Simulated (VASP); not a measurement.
# LaCd2Ge2 (I4/mmm) in VASP: single point with PBE

Aim: the single point of LaCd2Ge2 with PBE.

Everything below comes from runs of VASP 6.6.1. Logs are shortened: lines on timing, memory, paths and dates and some standing lists are left out, and cuts for length are marked.

## (1) The cell of the first run

The structure is tetragonal, space group I4/mmm (No. 139). The conventional cell has a = 4.603 Å, b = 4.603 Å, c = 11.740 Å, α = 90.00°, β = 90.00°, γ = 90.00°. La (site symmetry 4/mmm) has 10 Ge at 3.50 to 4.59 Å and 8 Cd at 3.73 Å and 4 La at 4.60 Å within 4.7 Å. Within 3.5 Å of Ge (site symmetry 4mm) lie 1 Ge at 2.56 Å and 4 Cd at 2.83 Å and 4 La at 3.50 Å. Cd (site symmetry -4m2) has 4 Ge at 2.83 Å and 4 Cd at 3.25 Å and 4 La at 3.73 Å within 3.8 Å.

## (2) Single point, PBE

INCAR

```
PREC     = Accurate       # precision mode
ENCUT    = 520            # plane-wave cutoff, eV
EDIFF    = 1E-7           # SCF threshold, eV
ISMEAR   = -1             # smearing method
SIGMA    = 0.017          # smearing width, eV
LREAL    = False          # projectors in reciprocal space
LASPH    = True           # aspherical terms in the spheres
NELM     = 60             # most SCF steps
ALGO     = Normal         # electronic algorithm
ISIF     = 2              # what is computed and relaxed
LWAVE    = False          # write WAVECAR
LCHARG   = False          # write CHGCAR
GGA      = PE             # functional
NBANDS   = 40             # bands
```

KPOINTS

```
Automatic mesh
0
Gamma
  8 8 8
```

POSCAR

```
LaCd2Ge2
1.0
    0.0000000000      4.6030870000      0.0000000000
    4.6030870000      0.0000000000      0.0000000000
    2.3015440000      2.3015440000     -5.8699460000
La Ge Cd
1 2 2
Direct
    0.0000000000      0.0000000000      0.0000000000
    0.3910000000      0.3910000000      0.2180000000
    0.6090000000      0.6090000000      0.7820000000
    0.7500000000      0.2500000000      0.5000000000
    0.2500000000      0.7500000000      0.5000000000
```

Potentials or basis: VASP PAW PBE potentials, release 64 (La, Ge_d, Cd).

On the command line:

```bash
$ cat potpaw_PBE.64/La/POTCAR potpaw_PBE.64/Ge_d/POTCAR potpaw_PBE.64/Cd/POTCAR > POTCAR
$ mpirun -np 1 vasp_std > vasp.out
```

OUTCAR:

```text
PREC = Accurate
   ENCUT = 520
   EDIFF = 1E-7
   ISMEAR = -1
   LREAL = False
   LASPH = True
   NELM = 60
   ISIF = 2
   GGA = PE

 ion  position               nearest neighbor table
   1  0.000  0.000  0.000-   4 3.73   5 3.73   4 3.73   5 3.73   4 3.73   5 3.73   4 3.73   5 3.73

   2  0.391  0.391  0.218-   3 2.56   5 2.83   4 2.83   4 2.83   5 2.83
   3  0.609  0.609  0.782-   2 2.56   4 2.83   5 2.83   4 2.83   5 2.83
   4  0.750  0.250  0.500-   2 2.83   3 2.83   3 2.83   2 2.83   5 3.25   5 3.25   5 3.25   5 3.25
                             1 3.73   1 3.73   1 3.73   1 3.73
   5  0.250  0.750  0.500-   2 2.83   3 2.83   3 2.83   2 2.83   4 3.25   4 3.25   4 3.25   4 3.25
                             1 3.73   1 3.73   1 3.73   1 3.73

  LATTYP: Found a body centered tetragonal cell.
 ALAT       =     4.6030870000
 C/A-ratio  =     2.5504388685

  Lattice vectors:

 A1 = (  -2.3015440000,   2.3015430000,   5.8699460000)
 A2 = (   2.3015430000,  -2.3015440000,   5.8699460000)
 A3 = (   2.3015440000,   2.3015440000,  -5.8699460000)

Analysis of symmetry for initial positions (statically):
=====================================================================
 Subroutine PRICEL returns:
 Original cell was already a primitive cell.

 Routine SETGRP: Setting up the symmetry group for a
 body centered tetragonal supercell.

 Subroutine GETGRP returns: Found 16 space group operations
 (whereof 16 operations were pure point group operations)
 out of a pool of 16 trial point group operations.

The static configuration has the point symmetry D_4h.

Analysis of symmetry for dynamics (positions and initial velocities):
=====================================================================
 Subroutine PRICEL returns:
 Original cell was already a primitive cell.

 Routine SETGRP: Setting up the symmetry group for a
 body centered tetragonal supercell.

 Subroutine GETGRP returns: Found 16 space group operations
 (whereof 16 operations were pure point group operations)
 out of a pool of 16 trial point group operations.

The dynamic configuration has the point symmetry D_4h.

 Subroutine INISYM returns: Found 16 space group operations
 (whereof 16 operations are pure point group operations),
 and found     1 'primitive' translations

----------------------------------------------------------------------------------------

                                     Primitive cell

  volume of cell :     124.3748

  direct lattice vectors                    reciprocal lattice vectors
     0.000000000  4.603087000  0.000000000     0.000000000  0.217245514  0.085179678
     4.603087000  0.000000000  0.000000000     0.217245514  0.000000000  0.085179678
     2.301544000  2.301544000 -5.869946000     0.000000000  0.000000000 -0.170359318

  length of vectors
     4.603087000  4.603087000  6.711965108     0.233347789  0.233347789  0.170359318

  position of ions in fractional coordinates (direct lattice)
     0.000000000  0.000000000  0.000000000
     0.391000000  0.391000000  0.218000000
     0.609000000  0.609000000  0.782000000
     0.750000000  0.250000000  0.500000000
     0.250000000  0.750000000  0.500000000

  ion indices of the primitive-cell ions
   primitive index   ion index
                 1           1
                 2           2
                 3           3
                 4           4
                 5           5

----------------------------------------------------------------------------------------

 KPOINTS: Automatic mesh

Automatic generation of k-mesh.
 Grid dimensions read from file:
 generate k-points for:    8    8    8

 Generating k-lattice:

  Cartesian coordinates                     Fractional coordinates (reciprocal lattice)
     0.000000000  0.027155689  0.010647460     0.125000000  0.000000000  0.000000000
     0.027155689  0.000000000  0.010647460     0.000000000  0.125000000  0.000000000
     0.000000000  0.000000000 -0.021294915     0.000000000  0.000000000  0.125000000

  Length of vectors
     0.029168474  0.029168474  0.021294915

  Shift w.r.t. Gamma in fractional coordinates (k-lattice)
     0.000000000  0.000000000  0.000000000

 Subroutine IBZKPT returns following result:
 ===========================================

 Found     59 irreducible k-points:

 Following reciprocal coordinates:
            Coordinates               Weight
  0.000000  0.000000  0.000000      1.000000
  0.125000  0.000000  0.000000      8.000000
  0.250000  0.000000  0.000000      8.000000
  0.375000  0.000000  0.000000      8.000000
  0.500000  0.000000  0.000000      4.000000
  0.125000  0.125000  0.000000      8.000000
[... 16 lines left out ...]
  0.250000  0.000000  0.125000      4.000000
  0.375000  0.000000  0.125000      8.000000
 [... further k-points ...]
   k-points           NKPTS =     59   k-points in BZ     NKDIM =     59   number of bands    NBANDS=     40
   number of dos      NEDOS =    301   number of ions     NIONS =      5
   total plane-waves  NPLWV =  64800
   dimension x,y,z NGX =    36 NGY =   36 NGZ =   50
   dimension x,y,z NGXF=    72 NGYF=   72 NGZF=  100
   ions per type =               1   2   2
   NGX,Y,Z   is equivalent  to a cutoff of  13.00, 13.00, 12.38 a.u.
   NGXF,Y,Z  is equivalent  to a cutoff of  26.00, 26.00, 24.77 a.u.
 SYSTEM =  unknown system
   PREC   = accura    normal or accurate (medium, high low for compatibility)
   ISTART =      0    job   : 0-new  1-cont  2-samecut
   ICHARG =      2    charge: 1-file 2-atom 10-const
   ISPIN  =      1    spin polarized calculation?
   LNONCOLLINEAR =      F non collinear calculations
   LSORBIT =      F    spin-orbit coupling
   LASPH  =      T    aspherical Exc in radial PAW
   ENCUT  =  520.0 eV  38.22 Ry    6.18 a.u.   8.56  8.56 12.48*2*pi/ulx,y,z
   NELM   =     60;   NELMIN=  2; NELMDL= -5     # of ELM steps
   EDIFF  = 0.1E-06   stopping-criterion for ELM
   LREAL  =      F    real-space projection
   EDIFFG = 0.1E-05   stopping-criterion for IOM
   NSW    =      0    number of steps for IOM
   IBRION =     -1    ionic relax: 0-MD 1-quasi-New 2-CG
   NFREE  =      0    steps in history (QN), initial steepest desc. (CG)
   ISIF   =      2    stress and relaxation
   ISYM   =      2    0-nonsym 1-usesym 2-fastsym
   POTIM  = 0.5000    time-step for ionic-motion
   TEBEG  =    0.0;   TEEND  =   0.0 temperature during run
   PSTRESS=    0.0 pullay stress
   NELECT =      63.0000    total number of electrons
   NUPDOWN=      -1.0000    fix difference up-down
   EMIN   =  10.00;   EMAX   =-10.00  energy-range for DOS
   EFERMI =   0.00;   METHOD = LEGACY
   ISMEAR =    -1;   SIGMA  =   0.02  broadening in eV -4-tet -1-fermi 0-gaus
   EFERMI_NEDOS =   21; number of points for ismear=-14 and -15
   IALGO  =     38    algorithm
   IMIX   =      4    mixing-type and parameters
     AMIX     =   0.40;   BMIX     =  1.00
     AMIX_MAG =   1.60;   BMIX_MAG =  1.00
  volume/ion in A,a.u.               =      24.87       167.86
  Fermi-wavevector in a.u.,A,eV,Ry     =   1.305001  2.466094 23.171099  1.703028
  Thomas-Fermi vector in A             =   2.435899
   LORBIT       =      0    0 simple, 1 ext, 2 COOP (PROOUT), +10 PAW based schemes
   GGA     = PE    functional components
   LHFCALC =     F    Hartree Fock is set to
   AEXX    =    0.0000 exact exchange contribution
   IVDW    =     0    specifies the selected vdW correction
   LEPSILON=     F    determine dielectric tensor
   LRPA    =     F    only Hartree local field effects (RPA)
 non-spin polarized calculation
  energy-cutoff  :      520.00
  volume of cell :      124.37
 maximum number of plane-waves:      3394
 NGX is ok and might be reduce to    36
   NGX = 17   NGY = 17   NGZ = 25

 number of electron      62.9999988 magnetization

 Free energy of the ion-electron system (eV)
  ---------------------------------------------------
  ext. energy  EPLUGINS =         0.00000000
  ---------------------------------------------------
  free energy    TOTEN  =       -17.19327498 eV

  energy without entropy =      -17.19025071  energy(sigma->0) =      -17.19176284

 E-fermi :   5.3924     XC(G=0): -10.3444

 val. band max:        5.3912583600   @ k =  -0.1250  -0.1250   0.2500
 cond. band min:       5.4110032392   @ k =   0.5000   0.0000   0.0000
 fundamental gap:      0.0197448793
 Fermi energy:         5.3924146247

 k-point     1 :       0.0000    0.0000    0.0000
  band No.  band energies     occupation
      1     -28.1042      2.00000
      2     -19.2090      2.00000
      3     -19.1375      2.00000
      4     -19.1375      2.00000
      5     -19.0747      2.00000
      6     -19.0747      2.00000
[... 32 lines left out ...]
     39       6.9872      0.00000
     40       6.9872      0.00000

 k-point     2 :       0.1250    0.0000    0.0000
  band No.  band energies     occupation
      1     -28.1035      2.00000
      2     -19.2089      2.00000
      3     -19.1376      2.00000
      4     -19.1375      2.00000
      5     -19.0747      2.00000
      6     -19.0746      2.00000
[... 32 lines left out ...]
     39       6.8217      0.00000
     40       7.0882      0.00000

 k-point     3 :       0.2500    0.0000    0.0000
  band No.  band energies     occupation
      1     -28.1017      2.00000
      2     -19.2089      2.00000
      3     -19.1377      2.00000
      4     -19.1376      2.00000
      5     -19.0747      2.00000
      6     -19.0746      2.00000
[... 32 lines left out ...]
     39       6.7494      0.00000
     40       6.8339      0.00000

 k-point     4 :       0.3750    0.0000    0.0000
  band No.  band energies     occupation
      1     -28.0998      2.00000
      2     -19.2088      2.00000
      3     -19.1378      2.00000
      4     -19.1376      2.00000
      5     -19.0747      2.00000
      6     -19.0745      2.00000
[... 32 lines left out ...]
     39       6.7184      0.00000
     40       6.7293      0.00000
[... 772 lines left out ...]
     39       6.9696      0.00000
     40       6.9697      0.00000

 k-point    23 :       0.2500    0.0000    0.1250
  band No.  band energies     occupation
      1     -28.1017      2.00000
      2     -19.2089      2.00000
      3     -19.1376      2.00000
      4     -19.1375      2.00000
      5     -19.0748      2.00000
      6     -19.0746      2.00000
[... 32 lines left out ...]
     39       6.7756      0.00000
     40       6.8149      0.00000

 k-point    24 :       0.3750    0.0000    0.1250
  band No.  band energies     occupation
      1     -28.0999      2.00000
      2     -19.2088      2.00000
      3     -19.1377      2.00000
      4     -19.1375      2.00000
      5     -19.0748      2.00000
      6     -19.0745      2.00000
[... 32 lines left out ...]
     39       6.7282      0.00000
     40       6.7665      0.00000

 [... further k-points ...]
[... 5 lines left out ...]
  --------------------------------------------------------------------------------------
  -------------------------------------------------------------------------------------
  Total       -3.2497655     -3.2497655      0.4520046      0.0000000     -0.0000000     -0.0000000
  in kB      -41.8629800    -41.8629800      5.8226544      0.0000000     -0.0000005     -0.0000005
  external PRESSURE =     -25.9677685 kB  Pullay stress =       0.0000000 kB

 VOLUME and BASIS-vectors are now :
 -----------------------------------------------------------------------------
  energy-cutoff  :      520.00
  volume of cell :      124.37
      direct lattice vectors                 reciprocal lattice vectors
     0.000000000  4.603087000  0.000000000     0.000000000  0.217245514  0.085179678
     4.603087000  0.000000000  0.000000000     0.217245514  0.000000000  0.085179678
     2.301544000  2.301544000 -5.869946000     0.000000000  0.000000000 -0.170359318

 POSITION                                       TOTAL-FORCE (eV/Angst)
 -----------------------------------------------------------------------------------
      0.00000      0.00000      0.00000        -0.000000      0.000000      0.000000
      2.30154      2.30154     -1.27965        -0.000000     -0.000000      0.244615
      4.60309      4.60309     -4.59030         0.000000      0.000000     -0.244615
      2.30154      4.60309     -2.93497         0.000000     -0.000000     -0.000000
      4.60309      2.30154     -2.93497        -0.000000     -0.000000      0.000000
 -----------------------------------------------------------------------------------
    total drift:                                0.000000      0.000000     -0.000000

  FREE ENERGIE OF THE ION-ELECTRON SYSTEM (eV)
  ---------------------------------------------------
  free  energy   TOTEN  =       -17.1932749812 eV

  energy  without entropy=      -17.1902507068  energy(sigma->0) =      -17.19176284
```

Wall time 4 min (1 thread of Intel Xeon Platinum 8488C (Sapphire Rapids), shared host); peak memory 0.47 GiB.

Results:

```
Free energy            : -17.1933 eV
Pressure               : -2.6 GPa
Largest force          : 0.245 eV/Å
Band gap on the k mesh : zero (an odd number of electrons rules out a gap without spin polarisation)
```

Forces in eV/Å, atoms in the order of the input:
```
La   0.000  0.000  0.000
Ge   0.000  0.000  0.245
Ge   0.000  0.000 -0.245
Cd   0.000  0.000  0.000
Cd   0.000  0.000  0.000
```

Caveat: spin-orbit coupling is left out, which moves the levels of the heavy elements.
